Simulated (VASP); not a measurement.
# Ga2O3 in VASP: a series of runs

The runs below take Ga2O3 through single point, with PBE.

All numbers are computed with VASP 6.6.1; they aren't measurements. Logs are shortened: lines on timing, memory, paths and dates and some standing lists are left out, and cuts for length are marked.

**1. The cell of the first run**

The cell holds an amorphous packing of atoms, 15 atoms: a = 5.474 Å, b = 5.458 Å, c = 5.623 Å, α = 90.30°, β = 90.30°, γ = 90.79°.

**2. Single point, PBE**

Contents of INCAR:

```
SYSTEM = Ga2O3
PREC     = Accurate       ! precision mode
ENCUT    = 520            ! plane-wave cutoff, eV
EDIFF    = 1E-7           ! SCF threshold, eV
ISMEAR   = -1             ! smearing method
SIGMA    = 0.1861         ! smearing width, eV
LREAL    = Auto         
LASPH    = .True.         ! aspherical terms in the spheres
NELM     = 60             ! most SCF steps
ALGO     = Normal         ! electronic algorithm
ISIF     = 2              ! what is computed and relaxed
LWAVE    = .False.        ! write WAVECAR
LCHARG   = .False.        ! write CHGCAR
GGA      = PE             ! functional
ISYM     = 0            
NBANDS   = 79             ! bands
```

Contents of KPOINTS:

```
regular mesh
0
Gamma
  1 1 1
  0 0 0
```

Contents of POSCAR:

```
Ga2O3
1.0
    5.4742580000     -0.0378450000     -0.0147940000
   -0.0378450000      5.4580010000     -0.0143210000
   -0.0147940000     -0.0143210000      5.6231180000
Ga O
6 9
Direct
    1.1399482568      0.2826216676      0.7759934647
    0.8081090052      0.5830254179      0.2794098704
    0.2754690661      0.7040747069      0.2763303817
    0.6767744777      0.0610590539      0.5168526836
    0.5889884066      0.4916737758      0.7894486217
    0.7933627053      0.0394382519      0.0346488911
    0.5784333358      0.7936388976      1.0316379712
    0.9560553823      0.0062602189      0.7030490087
    0.4275261526      0.1845167382      0.7137640160
    0.5791321921      0.6682071881      0.4999820521
    0.0920597158      0.4098921810      0.4806182259
    0.8656743626      0.4124169049     -0.0244094097
    0.6429002995      0.2509717660      0.2885684123
    0.3089586979      0.4017073468      0.0538061954
   -0.0435743310     -0.1304449586      0.3302392479
```

Potentials or basis: VASP PAW PBE potentials, release 64 (Ga_d, O).

Started as:

```bash
$ cat potpaw_PBE.64/Ga_d/POTCAR potpaw_PBE.64/O/POTCAR > POTCAR
$ mpirun -np 1 vasp_gam > vasp.out
```

OUTCAR:

```text
SYSTEM = Ga2O3
   PREC = Accurate
   ENCUT = 520
   EDIFF = 1E-7
   ISMEAR = -1
   LREAL = Auto
   LASPH = .True.
   NELM = 60
   ISIF = 2
   GGA = PE
   ISYM = 0

 ion  position               nearest neighbor table
   1  0.140  0.283  0.776-   9 1.71  11 1.82   8 1.85  14 1.92  12 2.01   5 2.70   6 2.73
   2  0.808  0.583  0.279-  15 1.77  10 1.83  12 1.97  13 2.02  11 2.15   7 2.21   3 2.63   6 2.85

   3  0.275  0.704  0.276-  15 2.00  14 2.08  10 2.09   7 2.21  11 2.21   2 2.63
   4  0.677  0.061  0.517-  13 1.67   8 1.88   9 1.89  15 2.14  10 2.20   6 2.79   5 2.85
   5  0.589  0.492  0.789-  12 1.89  10 1.90   9 1.93   7 2.13  14 2.19   1 2.70   4 2.85
   6  0.793  0.039  0.035-   7 1.77  13 2.02   8 2.08  12 2.10  15 2.11   1 2.73   4 2.79   2 2.85

   7  0.578  0.794  0.032-   6 1.77   5 2.13   2 2.21   3 2.21
   8  0.956  0.006  0.703-   1 1.85   4 1.88   6 2.08
   9  0.428  0.185  0.714-   1 1.71   4 1.89   5 1.93
  10  0.579  0.668  0.500-   2 1.83   5 1.90   3 2.09   4 2.20
  11  0.092  0.410  0.481-   1 1.82   2 2.15   3 2.21
  12  0.866  0.412  0.976-   5 1.89   2 1.97   1 2.01   6 2.10
  13  0.643  0.251  0.289-   4 1.67   2 2.02   6 2.02
  14  0.309  0.402  0.054-   1 1.92   3 2.08   5 2.19
  15  0.956  0.870  0.330-   2 1.77   3 2.00   6 2.11   4 2.14

IMPORTANT INFORMATION: All symmetrisations will be switched off!
NOSYMM: (Re-)initialisation of all symmetry stuff for point group C_1.

----------------------------------------------------------------------------------------

                                     Primitive cell

  volume of cell :     168.0000

  direct lattice vectors                    reciprocal lattice vectors
     5.474258000 -0.037845000 -0.014794000     0.182683232  0.001267969  0.000483855
    -0.037845000  5.458001000 -0.014321000     0.001267969  0.183227287  0.000469981
    -0.014794000 -0.014321000  5.623118000     0.000483855  0.000469981  0.177839748

  length of vectors
     5.474408804  5.458150992  5.623155697     0.182688273  0.183232277  0.177841027

  position of ions in fractional coordinates (direct lattice)
     0.139948257  0.282621668  0.775993465
     0.808109005  0.583025418  0.279409870
     0.275469066  0.704074707  0.276330382
     0.676774478  0.061059054  0.516852684
     0.588988407  0.491673776  0.789448622
     0.793362705  0.039438252  0.034648891
     0.578433336  0.793638898  0.031637971
[... 88 lines left out ...]
   EFERMI =   0.00;   METHOD = LEGACY
   ISMEAR =    -1;   SIGMA  =   0.19  broadening in eV -4-tet -1-fermi 0-gaus
   EFERMI_NEDOS =   21; number of points for ismear=-14 and -15
   IALGO  =     38    algorithm
   IMIX   =      4    mixing-type and parameters
     AMIX     =   0.40;   BMIX     =  1.00
     AMIX_MAG =   1.60;   BMIX_MAG =  1.00
  volume/ion in A,a.u.               =      11.20        75.58
  Fermi-wavevector in a.u.,A,eV,Ry     =   1.510647  2.854709 31.049245  2.282055
  Thomas-Fermi vector in A             =   2.620809
   LORBIT       =      0    0 simple, 1 ext, 2 COOP (PROOUT), +10 PAW based schemes
   GGA     = PE    functional components
   LHFCALC =     F    Hartree Fock is set to
   AEXX    =    0.0000 exact exchange contribution
   IVDW    =     0    specifies the selected vdW correction
   LEPSILON=     F    determine dielectric tensor
   LRPA    =     F    only Hartree local field effects (RPA)
 non-spin polarized calculation
  energy-cutoff  :      520.00
  volume of cell :      168.00
 maximum number of plane-waves:      2267
 NGX is ok and might be reduce to    42
   NGX = 21   NGY = 21   NGZ = 21

 number of electron     131.9999979 magnetization

 Free energy of the ion-electron system (eV)
  ---------------------------------------------------
  ext. energy  EPLUGINS =         0.00000000
  ---------------------------------------------------
  free energy    TOTEN  =       -78.79659598 eV

  energy without entropy =      -78.37751210  energy(sigma->0) =      -78.58705404

 E-fermi :   4.3188     XC(G=0): -11.1403

 val. band max:        3.9722125190   @ k =   0.0000   0.0000   0.0000
 cond. band min:       4.5905005038   @ k =   0.0000   0.0000   0.0000
 fundamental gap:      0.6182879848
 Fermi energy:         4.3187903620

 k-point     1 :       0.0000    0.0000    0.0000
  band No.  band energies     occupation
      1     -16.0649      2.00000
      2     -15.0467      2.00000
      3     -14.8914      2.00000
      4     -14.6827      2.00000
      5     -14.3414      2.00000
      6     -14.1679      2.00000
[... 70 lines left out ...]
     77      12.0536      0.00000
     78      12.2864      0.00000
 [bands above 78 left out]

------------------------ aborting loop because EDIFF is reached ----------------------------------------

  FORCE on cell =-STRESS in cart. coord.  units (eV):
  Direction    XX          YY          ZZ          XY          YZ          ZX
  --------------------------------------------------------------------------------------
  -------------------------------------------------------------------------------------
  Total       22.0502018     12.9138534     17.2901232      3.8382355     -2.1315262     -2.8036747
  in kB      210.2877296    123.1564647    164.8919484     36.6043734    -20.3278776    -26.7380044
  external PRESSURE =     166.1120476 kB  Pullay stress =       0.0000000 kB

 VOLUME and BASIS-vectors are now :
 -----------------------------------------------------------------------------
  energy-cutoff  :      520.00
  volume of cell :      168.00
      direct lattice vectors                 reciprocal lattice vectors
     5.474258000 -0.037845000 -0.014794000     0.182683232  0.001267969  0.000483855
    -0.037845000  5.458001000 -0.014321000     0.001267969  0.183227287  0.000469981
    -0.014794000 -0.014321000  5.623118000     0.000483855  0.000469981  0.177839748

 POSITION                                       TOTAL-FORCE (eV/Angst)
 -----------------------------------------------------------------------------------
      0.74394      1.52614      4.35738        -2.563739      1.990299      0.652589
      4.39760      3.14757      1.55085        -0.089912     -4.528101     -0.494594
      1.47725      3.82846      1.53968         0.774478     -2.665734     -0.074398
      3.69488      0.30025      2.89544         0.508690     -3.284833      3.523134
      3.19399      2.64996      4.42341        -1.115560      1.097256      1.825931
      4.34107      0.18473      0.18253         0.651972      1.925690      0.072216
      3.13599      4.30934      0.15798        -1.559636     -1.206605      0.069847
      5.22306     -0.01208      3.93909        -1.648120     -0.617477      4.114804
      2.32285      0.98069      4.00461         5.303901     -1.678109     -0.784298
      3.13763      3.61800      2.79332        -2.115133      1.579770      1.723200
      0.48134      2.22683      2.69534        -0.820564      2.772101     -1.672704
      4.70888      2.20424      5.46715        -0.414035      0.263440     -2.041378
      3.50564      1.34134      1.60955         0.114607      0.878315     -3.165888
      1.67532      2.18006      0.29223         0.221193      2.437617      0.178330
      5.19793      4.70511      1.83037         2.751858      1.036371     -3.926792
 -----------------------------------------------------------------------------------
    total drift:                               -0.016132     -0.007239      0.005446

  FREE ENERGIE OF THE ION-ELECTRON SYSTEM (eV)
  ---------------------------------------------------
  free  energy   TOTEN  =       -78.7965959768 eV

  energy  without entropy=      -78.3775120998  energy(sigma->0) =      -78.58705404
```

Wall time 40 s (1 thread of Intel Xeon Platinum 8488C (Sapphire Rapids), shared host); peak memory 0.23 GiB.

What came out:

- Free energy: -78.7966 eV
- Pressure: 16.6 GPa
- Largest force: 5.618 eV/Å
- Band gap on the k mesh: 0.62 eV

Forces on the atoms (eV/Å):
```
Ga  -2.564  1.990  0.653
Ga  -0.090 -4.528 -0.495
Ga   0.774 -2.666 -0.074
Ga   0.509 -3.285  3.523
Ga  -1.116  1.097  1.826
Ga   0.652  1.926  0.072
O   -1.560 -1.207  0.070
O   -1.648 -0.617  4.115
O    5.304 -1.678 -0.784
O   -2.115  1.580  1.723
O   -0.821  2.772 -1.673
O   -0.414  0.263 -2.041
O    0.115  0.878 -3.166
O    0.221  2.438  0.178
O    2.752  1.036 -3.927
```

Stress tensor (GPa, compression positive):
```
21.03  3.66 -2.67
 3.66 12.32 -2.03
-2.67 -2.03 16.49
```

Levels at points of the mesh, in eV from the valence-band top:
```
           k point  band 64  band 65  band 66  band 67  band 68  band 69
(0.00, 0.00, 0.00)    -0.67    -0.22     0.00     0.62     3.98     4.13
```

Caveat: the k points lie up to 1.15 Å⁻¹ apart.

**3. Single point, PBE**

Contents of INCAR:

```
SYSTEM = Ga2O3
  ALGO = Normal
  EDIFF = 1E-7
  ENCUT = 520
  GGA = PE
  ISIF = 2
  ISMEAR = -1
  ISYM = 0
  LASPH = .True.
  LCHARG = .False.
  LREAL = Auto
  LWAVE = .False.
  NBANDS = 79
  NELM = 80
  PREC = Accurate
  SIGMA = 0.1034
```

Contents of KPOINTS:

```
k-points
0
Gamma
  1 1 1
  0 0 0
```

Contents of POSCAR:

```
Ga2O3
1.0
    5.4742580000     -0.0378450000     -0.0147940000
   -0.0378450000      5.4580010000     -0.0143210000
   -0.0147940000     -0.0143210000      5.6231180000
Ga O
6 9
Direct
    0.1081422180      0.2885514954      0.7620772322
    0.7917952512      0.5188835469      0.2979140310
    0.2686543239      0.7085150470      0.3059571426
    0.6546845880     -0.0120488262      0.5779593906
    0.5359352979      0.4962826422      0.8321126981
    0.8212475327      0.0074307203      0.0758861812
    0.6267240228      0.7377465219      0.0995659389
    0.9188467190     -0.0516608733      0.7736993218
    0.4258705721      0.1778472620      0.7680652051
    0.5241166269      0.6892118233      0.5492372708
    0.0321432096      0.5174486002      0.5240218875
    0.8272840693      0.3337428644      0.9611285717
    0.6393295271      0.1803973197      0.3347060672
    0.2621482500      0.4905163233      0.0697285573
    1.0689781972      0.9729557887      0.3187059498
```

Potentials or basis: VASP PAW PBE potentials, release 64 (Ga_d, O).

Started as:

```bash
$ cat potpaw_PBE.64/Ga_d/POTCAR potpaw_PBE.64/O/POTCAR > POTCAR
$ mpirun -np 1 vasp_gam > vasp.out
```

Wall time 36 s (1 thread of Intel Xeon Platinum 8488C (Sapphire Rapids), shared host); peak memory 0.23 GiB.

It converged, with:

```
Free energy            : -82.6719 eV
Pressure               : 11.9 GPa
Largest force          : 2.761 eV/Å
Band gap on the k mesh : 1.46 eV
```

Forces on the atoms (eV/Å):
```
Ga  -1.279 -0.711  0.359
Ga  -0.399 -2.539 -0.543
Ga  -0.510  0.532  0.330
Ga   0.749  1.552  1.716
Ga   0.473  0.231  2.495
Ga   0.738  1.295  2.172
O    0.069 -0.439  0.094
O    0.927 -0.140 -1.171
O   -0.789 -0.320 -0.566
O   -0.869 -1.769  0.275
O    0.376 -0.607 -0.006
O   -0.202  2.342  0.162
O    0.286  2.253 -1.570
O   -0.042 -0.930 -2.477
O    0.472 -0.751 -1.270
```

Stress tensor (GPa, compression positive):
```
12.19  7.66 -1.28
 7.66 13.64  1.54
-1.28  1.54  9.74
```

Levels at points of the mesh, in eV from the valence-band top:
| k point | band 62 | band 63 | band 64 | band 65 | band 66 | band 67 | band 68 | band 69 | band 70 | band 71 |
| --- | --- | --- | --- | --- | --- | --- | --- | --- | --- | --- |
| (0.00, 0.00, 0.00) | -0.64 | -0.45 | -0.19 | -0.13 | 0.00 | 1.46 | 5.10 | 5.62 | 6.17 | 6.69 |

Caveat: the k points lie up to 1.15 Å⁻¹ apart.

**4. Single point, PBE**

Contents of INCAR:

```
ALGO = Normal ; EDIFF = 1E-6
ENCUT = 520 ; GGA = PE
ISIF = 2 ; ISMEAR = -1
ISYM = 0 ; LASPH = T
LCHARG = F ; LREAL = Auto
LWAVE = F ; NBANDS = 79
NELM = 60 ; PREC = Accurate
SIGMA = 0.1034
```

Contents of KPOINTS:

```
k-points
0
Gamma
  1 1 1
```

Contents of POSCAR:

```
Ga2O3
1.0
    5.4742580000     -0.0378450000     -0.0147940000
   -0.0378450000      5.4580010000     -0.0143210000
   -0.0147940000     -0.0143210000      5.6231180000
Ga O
6 9
Direct
    0.0392768149      0.3348376133      0.7164721193
    0.7579510844      0.5075396894      0.2843009171
    0.2696215415      0.7199353041      0.2624664776
    0.5923976393     -0.0043055275      0.6222427257
    0.4898190166      0.5171261995      0.8370304779
    0.8648446044      0.0256207434      0.0737378134
    0.6023400132      0.7866198990      0.0578617062
    0.9231029174     -0.0148381216      0.7323292678
    0.3447146564      0.2347951533      0.6779872324
    0.5046669405      0.7042334691      0.5189482722
    0.0367120659      0.5490974076      0.4268439222
    0.7369518273      0.3387402197      0.9054895458
    0.7012276612      0.1896727915      0.3438534041
    0.1727049625      0.5732022852     -0.0231389725
    1.1365148477      1.0103416893      0.2401051701
```

Started as:

```bash
$ cat potpaw_PBE.64/Ga_d/POTCAR potpaw_PBE.64/O/POTCAR > POTCAR
$ mpirun -np 1 vasp_gam > vasp.out
```

Wall time 35 s (1 thread of Intel Xeon Platinum 8488C (Sapphire Rapids), shared host); peak memory 0.24 GiB.

It converged, with:

| Property | Result |
| --- | --- |
| Free energy | -82.1633 eV |
| Pressure | 13.4 GPa |
| Largest force | 4.168 eV/Å |
| Band gap on the k mesh | 0.93 eV |

Forces on the atoms (eV/Å):
```
Ga  -0.976  0.096 -0.465
Ga  -1.732  0.776 -1.628
Ga   0.474  0.606 -0.611
Ga   1.062  3.995 -0.537
Ga  -3.098  1.299 -0.880
Ga  -1.064 -0.239 -0.203
O    0.606 -1.084  1.130
O   -0.887 -0.264  0.406
O    1.922 -0.806  0.100
O   -0.208 -2.339  0.280
O   -0.331 -1.143  2.855
O    3.025  0.055  1.141
O   -1.000 -0.891  0.263
O    1.317 -1.122 -1.811
O    0.890  1.061 -0.040
```

Stress tensor (GPa, compression positive):
```
18.66  1.80  3.13
 1.80 14.35  3.43
 3.13  3.43  7.29
```

Levels at points of the mesh, in eV from the valence-band top:
| k point | band 64 | band 65 | band 66 | band 67 | band 68 | band 69 |
| --- | --- | --- | --- | --- | --- | --- |
| (0.00, 0.00, 0.00) | -0.75 | -0.48 | 0.00 | 0.93 | 4.64 | 5.25 |

Caveat: the k points lie up to 1.15 Å⁻¹ apart.

**5. Single point, PBE**

Contents of INCAR:

```
SYSTEM = Ga2O3
ALGO = Normal ; EDIFF = 1E-6
ENCUT = 520 ; GGA = PE
ISIF = 2 ; ISMEAR = -1
ISYM = 0 ; LASPH = .TRUE.
LCHARG = .TRUE. ; LELF = .TRUE.
LREAL = Auto ; LVHAR = .TRUE.
LWAVE = .FALSE. ; NBANDS = 79
NELM = 100 ; PREC = Accurate
SIGMA = 0.1034
```

Contents of KPOINTS:

```
k-points
0
G
  1 1 1
  0 0 0
```

Contents of POSCAR:

```
Ga2O3
1.0
    5.4742580000     -0.0378450000     -0.0147940000
   -0.0378450000      5.4580010000     -0.0143210000
   -0.0147940000     -0.0143210000      5.6231180000
Ga O
6 9
Direct
    0.0168494807      0.3001314938      0.7116349780
    0.7507582867      0.5001763754      0.2635786309
    0.2788632667      0.7010204876      0.2270750529
    0.5554837999     -0.0240808938      0.5577245515
    0.4825441220      0.4665911858      0.7729401748
    0.7980634647      0.0316182650      0.0589910004
    0.5973331409      0.7759718907      0.0968006789
    0.8469673195     -0.0031064045      0.7408534816
    0.3361089456      0.1514942297      0.7593473842
    0.4899220673      0.6573718993      0.5204513101
   -0.0025791835      0.5103368415      0.4811535837
    0.7818719394      0.3899646518      0.9450119484
    0.5809332825      0.2212709051      0.3303820314
    0.2307115720      0.5449901416     -0.0633015436
    1.1240783575      1.0009741663      0.2342891553
```

Started as:

```bash
$ cat potpaw_PBE.64/Ga_d/POTCAR potpaw_PBE.64/O/POTCAR > POTCAR
$ mpirun -np 1 vasp_gam > vasp.out
```

Run time: 36 s. Hardware: 1 thread of Intel Xeon Platinum 8488C (Sapphire Rapids), shared host; peak memory 0.23 GiB.

Results (log left out):

* Free energy: -82.2742 eV
* Pressure: 14.3 GPa
* Largest force: 3.404 eV/Å
* Band gap on the k mesh: 1.19 eV

Forces in eV/Å, atoms in the order of the input:
```
Ga   1.951 -1.295  1.185
Ga   0.359  1.114  0.081
Ga  -2.181  0.793 -0.691
Ga   0.101  2.683  0.955
Ga   1.819 -1.909  1.534
Ga   1.797  0.637  2.302
O   -0.018 -1.507  1.049
O   -0.185 -1.242 -1.819
O    0.607 -0.072 -1.287
O   -0.119  0.462 -1.513
O    0.497  1.414 -2.504
O   -0.782 -0.458 -0.238
O    0.687 -1.216 -0.501
O   -2.625  1.035  1.905
O   -1.910 -0.440 -0.459
```

Stress tensor (GPa, compression positive):
```
13.11  6.32 -7.44
 6.32 17.95  3.47
-7.44  3.47 11.87
```

Levels at points of the mesh, in eV from the valence-band top:
```csv
k point,band 64,band 65,band 66,band 67,band 68,band 69
"(0.00, 0.00, 0.00)",-0.88,-0.42,0.00,1.19,5.15,5.56
```

Caveat: the k points lie up to 1.15 Å⁻¹ apart.

[end of part 1 of 2]
